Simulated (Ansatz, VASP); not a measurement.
# TaSi6 in VASP and in Ansatz

```
Ta Si
1.0
     0.00000    4.26418    4.26418
     4.26418    0.00000    4.26418
     4.26418    4.26418    0.00000
Ta Si
1 6
Direct
  0.50000 0.50000 0.50000
  0.20531 0.79469 0.79469
  0.79469 0.20531 0.20531
  0.79469 0.20531 0.79469
  0.20531 0.79469 0.20531
  0.79469 0.79469 0.20531
  0.20531 0.20531 0.79469
```

Alike in both runs: functional PBE; k mesh 4 × 4 × 4; occupations gaussian, width 0.1 eV; no spin polarisation.

Ansatz relaxed the structure, and its values are those at the end. VASP's run is a single point on that final structure, the one shown.

|  | VASP | Ansatz |
| --- | --- | --- |
| version | VASP 6.6.1 | Ansatz 0.2.0 |
| potentials or method | VASP PAW PBE potentials, release 64 (Ta_pv, Si), cutoff 520 eV | scalar-relativistic, plane waves, PAW |
| valence electrons in the cell | 35 | 37 |

```csv
,VASP,Ansatz,Ansatz less VASP
gap on the k mesh at the Fermi level (eV),none,none,-
pressure (GPa),0.2,0.3,+0.04
rms of the force components (eV/Å),0.007,0.007,+0.0001
```

A gap of «none» marks a metal or a gap that the smearing closes. VASP's potentials hold 35 valence electrons a cell and Ansatz's 37, so a difference there can come from the potentials and not from the codes.

Spin-orbit coupling is off throughout.
